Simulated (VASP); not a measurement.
Set up this calculation in VASP 6.6.1, as the native input.

```
Task                   : relaxation of cell and atoms
Functional             : PBEsol
Potentials or basis    : VASP PAW PBE potentials, release 64 (Sr_sv, Te)
Cutoff                 : 500 eV
k mesh                 : 6 × 6 × 6
Occupations            : fermi-dirac, width 0.03 eV
Spin                   : no spin polarisation
Dipole correction      : no
Further INCAR settings : ALGO = Normal; EDIFF = 1e-07; IBRION = 2; EDIFFG = -0.01; NSW = 100; ISIF = 3
```

The structure of SrTe lies in POSCAR:

```
SrTe
1.0
    0.0000000000      3.4523550000      3.4523550000
    3.4523550000      0.0000000000      3.4523550000
    3.4523550000      3.4523550000      0.0000000000
Sr Te
1 1
Direct
    0.0000000000      0.0000000000      0.0000000000
    0.5000000000      0.5000000000      0.5000000000
```

The input as run:

INCAR

```
SYSTEM = SrTe
PREC = Accurate
ENCUT = 500
EDIFF = 1E-7
ISMEAR = -1
SIGMA = 0.03
LREAL = .FALSE.
LASPH = .TRUE.
NELM = 120
ALGO = Normal
ISIF = 3
LWAVE = .FALSE.
LCHARG = .FALSE.
GGA = PS
IBRION = 2
NSW = 100
EDIFFG = -0.01
GGA_COMPAT = .FALSE.
NELMIN = 4
```

KPOINTS

```
regular mesh
0
G
  6 6 6
  0 0 0
```

Potentials or basis: VASP PAW PBE potentials, release 64 (Sr_sv, Te).

The run is started by

```bash
$ cat potpaw_PBE.64/Sr_sv/POTCAR potpaw_PBE.64/Te/POTCAR > POTCAR
$ mpirun -np 1 vasp_std > vasp.out
```

Results of the run:

```yaml
Relaxed_volume: 36.19 Å³/atom
Relaxed_cell: a = 4.678 Å, b = 4.678 Å, c = 4.678 Å, α = 60.00°, β = 60.00°, γ = 60.00°
Space_group_after_relaxing_to_0.1_Å: Fm-3m (No. 225)
Energy_gained_by_relaxing: 60.1 meV/atom
Ionic_steps: 3
Pressure_after_relaxing: 0.0 GPa
Band_gap_on_the_k_mesh: 1.55 eV (least direct gap 2.32 eV)
```

Caveat: the PAW data sets were made with another functional, which shifts forces and pressure a little; spin-orbit coupling is left out, which moves the levels of the heavy elements.

It took 68 s on 1 thread of Intel Xeon 8259CL (shared host), peak memory 0.22 GiB.
